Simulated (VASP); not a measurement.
# ZnSe3 (I4/mmm) in VASP: further runs, part 2 of 2

VASP 6.6.1.

## (3) Single point, PBE

Contents of INCAR:

```
  PREC = Accurate
  ENCUT = 500
  EDIFF = 1E-6
  ISMEAR = 0
  SIGMA = 0.1
  LREAL = F
  LASPH = T
  NELM = 120
  ALGO = Normal
  ISIF = 2
  LWAVE = F
  LCHARG = F
  GGA = PE
  NBANDS = 23
  GGA_COMPAT = F
```

Contents of KPOINTS:

```
regular mesh
0
Gamma
  12 12 12
```

Contents of POSCAR:

```
ZnSe3
1.0
   -2.7608832304      2.7608832304      2.7561299027
    2.7608832304     -2.7608832304      2.7561299027
    2.7608832304      2.7608832304     -2.7561299027
Zn Se
1 3
Direct
    0.5000000000      0.5000000000      0.0000000000
    0.5000000000      0.0000000000      0.5000000000
    0.0000000000      0.5000000000      0.5000000000
    0.0000000000      0.0000000000      0.0000000000
```

Potentials or basis: VASP PAW PBE potentials, release 64 (Zn, Se).

Command:

```sh
$ cat potpaw_PBE.64/Zn/POTCAR potpaw_PBE.64/Se/POTCAR > POTCAR
$ mpirun -np 1 vasp_std > vasp.out
```

OUTCAR:

```text
PREC = Accurate
   ENCUT = 500
   EDIFF = 1E-6
   ISMEAR = 0
   LREAL = F
   LASPH = T
   NELM = 120
   ISIF = 2
   GGA = PE

 ion  position               nearest neighbor table
   1  0.500  0.500  0.000-   4 2.76   4 2.76   2 2.76   2 2.76   3 2.76   3 2.76
   2  0.500  0.000  0.500-   3 2.76   3 2.76   4 2.76   1 2.76   4 2.76   1 2.76
   3  0.000  0.500  0.500-   2 2.76   2 2.76   4 2.76   4 2.76   1 2.76   1 2.76
   4  0.000  0.000  0.000-   1 2.76   1 2.76   3 2.76   3 2.76   2 2.76   2 2.76

  LATTYP: Found a body centered tetragonal cell.
 ALAT       =     5.5217664608
 C/A-ratio  =     0.9982783308

  Lattice vectors:

 A1 = (  -2.7608832304,   2.7608832304,   2.7561299027)
 A2 = (   2.7608832304,  -2.7608832304,   2.7561299027)
 A3 = (   2.7608832304,   2.7608832304,  -2.7561299027)

Analysis of symmetry for initial positions (statically):
=====================================================================
 Subroutine PRICEL returns:
 Original cell was already a primitive cell.

 Routine SETGRP: Setting up the symmetry group for a
 body centered tetragonal supercell.

 Subroutine GETGRP returns: Found 16 space group operations
 (whereof 16 operations were pure point group operations)
 out of a pool of 16 trial point group operations.

The static configuration has the point symmetry D_4h.

Analysis of symmetry for dynamics (positions and initial velocities):
=====================================================================
 Subroutine PRICEL returns:
 Original cell was already a primitive cell.

 Routine SETGRP: Setting up the symmetry group for a
 body centered tetragonal supercell.

 Subroutine GETGRP returns: Found 16 space group operations
 (whereof 16 operations were pure point group operations)
[... 115 lines left out ...]
   TEBEG  =    0.0;   TEEND  =   0.0 temperature during run
   PSTRESS=    0.0 pullay stress
   NELECT =      30.0000    total number of electrons
   NUPDOWN=      -1.0000    fix difference up-down
   EMIN   =  10.00;   EMAX   =-10.00  energy-range for DOS
   EFERMI =   0.00;   METHOD = LEGACY
   ISMEAR =     0;   SIGMA  =   0.10  broadening in eV -4-tet -1-fermi 0-gaus
   EFERMI_NEDOS =   21; number of points for ismear=-14 and -15
   IALGO  =     38    algorithm
   IMIX   =      4    mixing-type and parameters
     AMIX     =   0.40;   BMIX     =  1.00
     AMIX_MAG =   1.60;   BMIX_MAG =  1.00
  volume/ion in A,a.u.               =      21.01       141.77
  Fermi-wavevector in a.u.,A,eV,Ry     =   1.161351  2.194634 18.350655  1.348735
  Thomas-Fermi vector in A             =   2.297923
   LORBIT       =      0    0 simple, 1 ext, 2 COOP (PROOUT), +10 PAW based schemes
   GGA     = PE    functional components
   LHFCALC =     F    Hartree Fock is set to
   AEXX    =    0.0000 exact exchange contribution
   IVDW    =     0    specifies the selected vdW correction
   LEPSILON=     F    determine dielectric tensor
   LRPA    =     F    only Hartree local field effects (RPA)
 non-spin polarized calculation
 Gauss-broadening in eV      SIGMA  =   0.10
  energy-cutoff  :      500.00
  volume of cell :       84.03
 maximum number of plane-waves:      2214
   NGX = 17   NGY = 17   NGZ = 17

 number of electron      29.9999994 magnetization

 Free energy of the ion-electron system (eV)
  ---------------------------------------------------
  ext. energy  EPLUGINS =         0.00000000
  ---------------------------------------------------
  free energy    TOTEN  =       -12.05732716 eV

  energy without entropy =      -12.04606421  energy(sigma->0) =      -12.05169569

 E-fermi :   4.3903     XC(G=0): -10.1312

 val. band max:        4.3551335942   @ k =   0.1667   0.1667   0.1667
 cond. band min:       4.3931248560   @ k =  -0.4167   0.3333  -0.0000
 fundamental gap:      0.0379912618
 Fermi energy:         4.3903339585

 k-point     1 :       0.0000    0.0000    0.0000
  band No.  band energies     occupation
      1     -11.3961      2.00000
      2      -7.4617      2.00000
      3      -7.4473      2.00000
      4      -2.7100      2.00000
      5      -2.7100      2.00000
      6      -2.7098      2.00000
[... 613 lines left out ...]
     22      11.0535      0.00000
     23      12.2651      0.00000

 [... further k-points ...]
[... 5 lines left out ...]
  --------------------------------------------------------------------------------------
  -------------------------------------------------------------------------------------
  Total        0.0554135      0.0554135      0.0657406      0.0000000      0.0000000     -0.0000000
  in kB        1.0565019      1.0565019      1.2533964      0.0000000      0.0000000     -0.0000000
  external PRESSURE =       1.1221334 kB  Pullay stress =       0.0000000 kB

 VOLUME and BASIS-vectors are now :
 -----------------------------------------------------------------------------
  energy-cutoff  :      500.00
  volume of cell :       84.03
      direct lattice vectors                 reciprocal lattice vectors
    -2.760883230  2.760883230  2.756129903     0.000000000  0.181101466  0.181413800
     2.760883230 -2.760883230  2.756129903     0.181101466  0.000000000  0.181413800
     2.760883230  2.760883230 -2.756129903     0.181101466  0.181101466  0.000000000

 POSITION                                       TOTAL-FORCE (eV/Angst)
 -----------------------------------------------------------------------------------
      0.00000      0.00000      2.75613         0.000000     -0.000000     -0.000000
      0.00000      2.76088      0.00000        -0.000000      0.000000     -0.000000
      2.76088      0.00000      0.00000        -0.000000      0.000000      0.000000
      0.00000      0.00000      0.00000         0.000000      0.000000      0.000000
 -----------------------------------------------------------------------------------
    total drift:                                0.000000     -0.000000      0.000000

  FREE ENERGIE OF THE ION-ELECTRON SYSTEM (eV)
  ---------------------------------------------------
  free  energy   TOTEN  =       -12.0573271615 eV

  energy  without entropy=      -12.0460642099  energy(sigma->0) =      -12.05169569
```

Wall time 1.9 min (1 thread of Intel Xeon Platinum 8559C (Emerald Rapids), shared host); peak memory 0.4 GiB.

What came out:

- Free energy: -12.0573 eV
- Pressure: 0.1 GPa
- Band gap on the k mesh: zero (band 15 reaches 5.43 eV, above the bottom of band 16 at 3.03 eV)

## (4) Relaxation of cell and atoms, PBE

Contents of INCAR:

```
SYSTEM = ZnSe3
ALGO = Normal ; EDIFF = 1E-7
EDIFFG = -0.01 ; ENCUT = 500
GGA = PE ; GGA_COMPAT = .FALSE.
IBRION = 2 ; ISIF = 3
ISMEAR = 0 ; LASPH = .TRUE.
LCHARG = .FALSE. ; LREAL = .FALSE.
LWAVE = .FALSE. ; NELM = 120
NELMIN = 4 ; NSW = 100
PREC = Accurate ; SIGMA = 0.1
```

Contents of KPOINTS:

```
k-points
0
G
  12 12 12
  0 0 0
```

Contents of POSCAR:

```
ZnSe3
1.0
   -2.7291723793      2.7291723793      2.8160422674
    2.7291723793     -2.7291723793      2.8160422674
    2.7291723793      2.7291723793     -2.8160422674
Zn Se
1 3
Direct
    0.5000000000      0.5000000000      0.0000000000
    0.5000000000      0.0000000000      0.5000000000
    0.0000000000      0.5000000000      0.5000000000
    0.0000000000      0.0000000000      0.0000000000
```

Command:

```sh
$ cat potpaw_PBE.64/Zn/POTCAR potpaw_PBE.64/Se/POTCAR > POTCAR
$ mpirun -np 1 vasp_std > vasp.out
```

Run time: 9.2 min. Hardware: 1 thread of Intel Xeon Platinum 8559C (Emerald Rapids), shared host; peak memory 0.4 GiB.

The run converged. Its results:

- Free energy: -12.0573 eV
- Relaxed volume: 21.05 Å³/atom
- Relaxed cell: a = 4.782 Å, b = 4.782 Å, c = 4.782 Å, α = 109.66°, β = 109.66°, γ = 109.10°
- Space group after relaxing (to 0.05 Å): Im-3m (No. 229)
- Energy gained by relaxing: 0.6 meV/atom
- Ionic steps: 9
- Pressure after relaxing: 0.0 GPa
- Band gap on the k mesh: zero (band 15 reaches 5.41 eV, above the bottom of band 16 at 2.99 eV)

Step by step:
| step | energy change (eV) | largest force (eV/Å) | pressure (GPa) | volume (Å³) |
| --- | --- | --- | --- | --- |
| 1 | 0.0000 | 0.0000 | 0.34 | 83.90 |
| 2 | -0.0011 | 0.0000 | -0.14 | 84.45 |
| 3 | -0.0011 | 0.0000 | -0.16 | 84.48 |
| 4 | -0.0016 | 0.0000 | -0.09 | 84.36 |
| 5 | -0.0021 | 0.0000 | 0.00 | 84.19 |
| 6 | -0.0021 | 0.0000 | 0.24 | 83.85 |
| 7 | -0.0022 | 0.0000 | 0.15 | 83.97 |
| 8 | -0.0024 | 0.0000 | -0.07 | 84.23 |
| 9 | -0.0024 | 0.0000 | -0.03 | 84.20 |

Final structure:
```
CELL_PARAMETERS angstrom
-2.75486 2.75486 2.77367
2.75486 -2.75486 2.77367
2.75486 2.75486 -2.77367
ATOMIC_POSITIONS crystal
Zn 0.50000 0.50000 0.00000
Se 0.50000 0.00000 0.50000
Se 0.00000 0.50000 0.50000
Se 0.00000 0.00000 0.00000
```

Levels at points of the mesh, in eV from the Fermi level:
| k point | band 12 | band 13 | band 14 | band 15 | band 16 | band 17 | band 18 | band 19 |
| --- | --- | --- | --- | --- | --- | --- | --- | --- |
| (0.00, 0.00, 0.00) | -3.26 | -3.26 | -3.23 | -1.76 | 2.72 | 2.88 | 2.88 | 3.38 |
| (0.50, 0.00, 0.00) | -2.65 | -2.22 | -2.03 | -1.68 | -0.64 | 3.17 | 3.27 | 3.87 |
| (0.50, 0.50, 0.00) | -2.61 | -2.20 | -2.02 | -1.65 | -0.65 | 3.02 | 3.32 | 3.87 |
| (0.50, 0.50, 0.50) | -2.15 | -2.15 | -2.07 | -1.32 | 3.21 | 3.35 | 3.35 | 6.47 |

## (5) Summary

| task | cell | k mesh | gap on the mesh (eV) | pressure (GPa) |
| --- | --- | --- | --- | --- |
| single point | a = 4.778 Å, angles 110.3, 110.3, 107.8°, 4 atoms | 4 × 4 × 4 | none | 0.1 |
| single point | a = 4.779 Å, angles 109.4, 109.4, 109.6°, 4 atoms | 12 × 12 × 12 | none | 0.1 |
| relaxation of cell and atoms | relaxed from a = 4.778 Å, angles 110.3, 110.3, 107.8°, 4 atoms | 12 × 12 × 12 | none | 0.0 |

Alike in all rows: level PBE; potentials or basis VASP PAW PBE potentials, release 64 (Zn, Se); no spin polarisation; cutoff (eV) 500; smearing gaussian 0.1 eV.

Caveats: some runs use coarse meshes.

Total energies depend on the potentials used, so only differences within one code and one set of settings carry meaning.
